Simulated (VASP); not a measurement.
# Mo (I4/mmm) in VASP: a series of runs, part 2 of 2

VASP 6.6.1. Earlier steps stand in the parts before.

## (3) Single point, r2SCAN

Contents of POSCAR:

```
Mo
1.0
   -1.6048884000      1.6048884000      1.5123221838
    1.6048884000     -1.6048884000      1.5123221838
    1.6048884000      1.6048884000     -1.5123221838
Mo
1
Direct
    0.0000000000      0.0000000000      0.0000000000
```

Contents of INCAR.step1:

```
SYSTEM = Mo
PREC = Accurate ; ENCUT = 520
ISMEAR = -1 ; SIGMA = 0.05
LREAL = .False. ; LASPH = .True.
NELM = 60 ; NBANDS = 13
GGA = PE ; ALGO = Normal
EDIFF = 1E-4 ; LWAVE = .True.
LCHARG = .False.
```

Contents of INCAR.step2:

```
SYSTEM = Mo
PREC = Accurate ; ENCUT = 520
EDIFF = 1E-6 ; ISMEAR = -1
SIGMA = 0.05 ; LREAL = .False.
LASPH = .True. ; NELM = 60
ALGO = Normal ; ISIF = 2
LWAVE = .False. ; LCHARG = .False.
METAGGA = R2SCAN ; LMIXTAU = .True.
NBANDS = 13 ; ISTART = 1
```

Contents of KPOINTS:

```
regular mesh
0
Gamma
  15 15 15
  0 0 0
```

Potentials or basis: VASP PAW PBE potentials, release 64 (Mo_sv).

Run with:

```
> cat potpaw_PBE.64/Mo_sv/POTCAR > POTCAR
> cp INCAR.step1 INCAR
> mpirun -np 1 vasp_std > vasp.out
> cp INCAR.step2 INCAR
> mpirun -np 1 vasp_std > vasp.out
```

OUTCAR:

```text
SYSTEM = Mo
   PREC = Accurate
   ENCUT = 520
   EDIFF = 1E-6
   ISMEAR = -1
   LREAL = .False.
   LASPH = .True.
   NELM = 60
   ISIF = 2
   METAGGA = R2SCAN
   ISTART = 1

 ion  position               nearest neighbor table
   1  0.000  0.000  0.000-

  LATTYP: Found a body centered tetragonal cell.
 ALAT       =     3.2097768000
 C/A-ratio  =     0.9423223346

  Lattice vectors:

 A1 = (  -1.6048884000,   1.6048884000,   1.5123221838)
 A2 = (   1.6048884000,  -1.6048884000,   1.5123221838)
 A3 = (   1.6048884000,   1.6048884000,  -1.5123221838)

Analysis of symmetry for initial positions (statically):
=====================================================================
 Subroutine PRICEL returns:
 Original cell was already a primitive cell.

 Routine SETGRP: Setting up the symmetry group for a
 body centered tetragonal supercell.

 Subroutine GETGRP returns: Found 16 space group operations
 (whereof 16 operations were pure point group operations)
 out of a pool of 16 trial point group operations.

The static configuration has the point symmetry D_4h.

Analysis of symmetry for dynamics (positions and initial velocities):
=====================================================================
 Subroutine PRICEL returns:
 Original cell was already a primitive cell.

 Routine SETGRP: Setting up the symmetry group for a
 body centered tetragonal supercell.

 Subroutine GETGRP returns: Found 16 space group operations
 (whereof 16 operations were pure point group operations)
 out of a pool of 16 trial point group operations.

The dynamic configuration has the point symmetry D_4h.

 Subroutine INISYM returns: Found 16 space group operations
 (whereof 16 operations are pure point group operations),
 and found     1 'primitive' translations

----------------------------------------------------------------------------------------

                                     Primitive cell

  volume of cell :      15.5810

  direct lattice vectors                    reciprocal lattice vectors
    -1.604888400  1.604888400  1.512322184     0.000000000  0.311548143  0.330617381
     1.604888400 -1.604888400  1.512322184     0.311548143  0.000000000  0.330617381
     1.604888400  1.604888400 -1.512322184     0.311548143  0.311548143  0.000000000

  length of vectors
     2.727352552  2.727352552  2.727352552     0.454279757  0.454279757  0.440595609

  position of ions in fractional coordinates (direct lattice)
     0.000000000  0.000000000  0.000000000

  ion indices of the primitive-cell ions
   primitive index   ion index
                 1           1

----------------------------------------------------------------------------------------

 KPOINTS: regular mesh

Automatic generation of k-mesh.
 Grid dimensions read from file:
 generate k-points for:   15   15   15

 Generating k-lattice:

  Cartesian coordinates                     Fractional coordinates (reciprocal lattice)
     0.000000000  0.020769876  0.022041159     0.066666667  0.000000000  0.000000000
     0.020769876  0.000000000  0.022041159     0.000000000  0.066666667  0.000000000
     0.020769876  0.020769876  0.000000000     0.000000000  0.000000000  0.066666667

  Length of vectors
     0.030285317  0.030285317  0.029373041

  Shift w.r.t. Gamma in fractional coordinates (k-lattice)
     0.000000000  0.000000000  0.000000000

 Subroutine IBZKPT returns following result:
 ===========================================

 Found    288 irreducible k-points:

 Following reciprocal coordinates:
            Coordinates               Weight
  0.000000  0.000000  0.000000      1.000000
  0.066667 -0.000000  0.000000      8.000000
  0.133333  0.000000  0.000000      8.000000
  0.200000 -0.000000  0.000000      8.000000
  0.266667  0.000000  0.000000      8.000000
  0.333333  0.000000  0.000000      8.000000
[... 16 lines left out ...]
  0.133333  0.133333  0.000000      8.000000
  0.200000  0.133333 -0.000000     16.000000
 [... further k-points ...]
   k-points           NKPTS =    288   k-points in BZ     NKDIM =    288   number of bands    NBANDS=     13
   number of dos      NEDOS =    301   number of ions     NIONS =      1
   total plane-waves  NPLWV =   8000
   dimension x,y,z NGX =    20 NGY =   20 NGZ =   20
   dimension x,y,z NGXF=    40 NGYF=   40 NGZF=   40
   ions per type =               1
   NGX,Y,Z   is equivalent  to a cutoff of  12.19, 12.19, 12.19 a.u.
   NGXF,Y,Z  is equivalent  to a cutoff of  24.38, 24.38, 24.38 a.u.
 SYSTEM =  Mo
   PREC   = accura    normal or accurate (medium, high low for compatibility)
   ISTART =      1    job   : 0-new  1-cont  2-samecut
   ICHARG =      0    charge: 1-file 2-atom 10-const
   ISPIN  =      1    spin polarized calculation?
   LNONCOLLINEAR =      F non collinear calculations
   LSORBIT =      F    spin-orbit coupling
   LASPH  =      T    aspherical Exc in radial PAW
   ENCUT  =  520.0 eV  38.22 Ry    6.18 a.u.   5.07  5.07  5.07*2*pi/ulx,y,z
   NELM   =     60;   NELMIN=  2; NELMDL=  0     # of ELM steps
   EDIFF  = 0.1E-05   stopping-criterion for ELM
   LREAL  =      F    real-space projection
   EDIFFG = 0.1E-04   stopping-criterion for IOM
   NSW    =      0    number of steps for IOM
   IBRION =     -1    ionic relax: 0-MD 1-quasi-New 2-CG
   NFREE  =      0    steps in history (QN), initial steepest desc. (CG)
   ISIF   =      2    stress and relaxation
   ISYM   =      2    0-nonsym 1-usesym 2-fastsym
   POTIM  = 0.5000    time-step for ionic-motion
   TEBEG  =    0.0;   TEEND  =   0.0 temperature during run
   PSTRESS=    0.0 pullay stress
   NELECT =      14.0000    total number of electrons
   NUPDOWN=      -1.0000    fix difference up-down
   EMIN   =  10.00;   EMAX   =-10.00  energy-range for DOS
   EFERMI =   0.00;   METHOD = LEGACY
   ISMEAR =    -1;   SIGMA  =   0.05  broadening in eV -4-tet -1-fermi 0-gaus
   EFERMI_NEDOS =   21; number of points for ismear=-14 and -15
   IALGO  =     38    algorithm
   IMIX   =      4    mixing-type and parameters
     AMIX     =   0.40;   BMIX     =  1.00
     AMIX_MAG =   1.60;   BMIX_MAG =  1.00
  volume/ion in A,a.u.               =      15.58       105.15
  Fermi-wavevector in a.u.,A,eV,Ry     =   1.579742  2.985280 33.954495  2.495585
  Thomas-Fermi vector in A             =   2.680075
   LORBIT       =      0    0 simple, 1 ext, 2 COOP (PROOUT), +10 PAW based schemes
   METAGGA = R2SCAN    functional components
   LHFCALC =     F    Hartree Fock is set to
   AEXX    =    0.0000 exact exchange contribution
   IVDW    =     0    specifies the selected vdW correction
   LEPSILON=     F    determine dielectric tensor
   LRPA    =     F    only Hartree local field effects (RPA)
 non-spin polarized calculation
  energy-cutoff  :      520.00
  volume of cell :       15.58
 maximum number of plane-waves:       432
   NGX = 11   NGY = 11   NGZ = 11

 number of electron      13.9999999 magnetization

 Free energy of the ion-electron system (eV)
  ---------------------------------------------------
  ext. energy  EPLUGINS =         0.00000000
  ---------------------------------------------------
  free energy    TOTEN  =       -26.03951303 eV

  energy without entropy =      -26.03385419  energy(sigma->0) =      -26.03668361

 E-fermi :  12.5796     XC(G=0): -14.6560

 val. band max:       12.5736206924   @ k =  -0.2667   0.2667   0.2667
 cond. band min:      12.5844067148   @ k =  -0.2000   0.0667   0.0000
 fundamental gap:      0.0107860224
 Fermi energy:        12.5796489989

 k-point     1 :       0.0000    0.0000    0.0000
  band No.  band energies     occupation
      1     -50.6197      2.00000
      2     -23.0912      2.00000
      3     -23.0912      2.00000
      4     -23.0671      2.00000
      5       4.9316      2.00000
      6      10.6983      2.00000
      7      11.4638      2.00000
      8      11.4638      2.00000
      9      13.9886      0.00000
     10      14.9714      0.00000
     11      27.7260      0.00000
     12      27.7260      0.00000
     13      29.0049      0.00000
[... 353 lines left out ...]
 k-point    24 :       0.2000    0.1333   -0.0000
  band No.  band energies     occupation
      1     -50.4271      2.00000
      2     -24.0266      2.00000
      3     -23.3798      2.00000
      4     -23.1983      2.00000
      5       7.6709      2.00000
      6       9.8043      2.00000
      7      10.3720      2.00000
      8      13.7396      0.00000
      9      14.7937      0.00000
     10      15.2686      0.00000
     11      28.5788      0.00000
     12      29.1468      0.00000
     13      32.2900      0.00000

 [... further k-points ...]

------------------------ aborting loop because EDIFF is reached ----------------------------------------

  FORCE on cell =-STRESS in cart. coord.  units (eV):
  Direction    XX          YY          ZZ          XY          YZ          ZX
  --------------------------------------------------------------------------------------
  -------------------------------------------------------------------------------------
  Total       -0.3866627     -0.3866627      1.5807340      0.0000000     -0.0000000     -0.0000000
  in kB      -39.7602236    -39.7602236    162.5456589      0.0000000     -0.0000000     -0.0000000
  external PRESSURE =      27.6750705 kB  Pullay stress =       0.0000000 kB

 VOLUME and BASIS-vectors are now :
 -----------------------------------------------------------------------------
  energy-cutoff  :      520.00
  volume of cell :       15.58
      direct lattice vectors                 reciprocal lattice vectors
    -1.604888400  1.604888400  1.512322184     0.000000000  0.311548143  0.330617381
     1.604888400 -1.604888400  1.512322184     0.311548143  0.000000000  0.330617381
     1.604888400  1.604888400 -1.512322184     0.311548143  0.311548143  0.000000000

 POSITION                                       TOTAL-FORCE (eV/Angst)
 -----------------------------------------------------------------------------------
      0.00000      0.00000      0.00000        -0.000000      0.000000     -0.000000
 -----------------------------------------------------------------------------------
    total drift:                                0.000000     -0.000000      0.000000

  FREE ENERGIE OF THE ION-ELECTRON SYSTEM (eV)
  ---------------------------------------------------
  free  energy   TOTEN  =       -26.0395130282 eV

  energy  without entropy=      -26.0338541872  energy(sigma->0) =      -26.03668361
```

OUTCAR.step1:

```text
SYSTEM = Mo
   PREC = Accurate
   ENCUT = 520
   ISMEAR = -1
   LREAL = .False.
   LASPH = .True.
[... 601 lines left out ...]
 -----------------------------------------------------------------------------------
      0.00000      0.00000      0.00000        -0.000000     -0.000000     -0.000000
 -----------------------------------------------------------------------------------
    total drift:                                0.000000     -0.000000      0.000000

  FREE ENERGIE OF THE ION-ELECTRON SYSTEM (eV)
  ---------------------------------------------------
  free  energy   TOTEN  =       -10.8963971979 eV

  energy  without entropy=      -10.8902644357  energy(sigma->0) =      -10.89333082
```

OSZICAR.step1:

```text
N       E                     dE             d eps       ncg     rms          rms(c)
DAV:   1     0.918843552355E+02    0.91884E+02   -0.81005E+03  7525   0.111E+03
DAV:   2    -0.103976666353E+02   -0.10228E+03   -0.98514E+02  8593   0.311E+02
DAV:   3    -0.115456192724E+02   -0.11480E+01   -0.11449E+01  8418   0.328E+01
DAV:   4    -0.115482149686E+02   -0.25957E-02   -0.25954E-02  8463   0.191E+00
DAV:   5    -0.115482316949E+02   -0.16726E-04   -0.16728E-04  8381   0.136E-01    0.148E+01
DAV:   6    -0.109798121890E+02    0.56842E+00   -0.70283E-01  7708   0.103E+01    0.409E+00
DAV:   7    -0.108999932418E+02    0.79819E-01   -0.14608E-01  8363   0.449E+00    0.936E-01
DAV:   8    -0.108963461049E+02    0.36471E-02   -0.41025E-03  7768   0.816E-01    0.176E-01
DAV:   9    -0.108963971979E+02   -0.51093E-04   -0.11526E-04  7080   0.137E-01
   1 F= -.10896397E+02 E0= -.10893331E+02  d E =-.613276E-02
```

Run time: 2 min. Hardware: 1 thread of Intel Xeon 6975P-C (Granite Rapids), shared host; peak memory 0.17 GiB.

What came out:

```yaml
Free_energy: -26.0395 eV
Pressure: 2.8 GPa
Band_gap_on_the_k_mesh: zero (bands 7 and 8 overlap by 5.17 eV)
```

Stress tensor (GPa, compression positive):
```
-3.98  0.00  0.00
 0.00 -3.98  0.00
 0.00  0.00 16.25
```

Levels at points of the mesh, in eV from the Fermi level:
| k point | band 4 | band 5 | band 6 | band 7 | band 8 | band 9 | band 10 | band 11 |
| --- | --- | --- | --- | --- | --- | --- | --- | --- |
| (0.00, 0.00, 0.00) | -35.65 | -7.65 | -1.88 | -1.12 | -1.12 | 1.41 | 2.39 | 15.15 |

Caveat: the stress differs along the axes, from -4 to 16 GPa; the PAW data sets were made with another functional, which shifts forces and pressure a little.
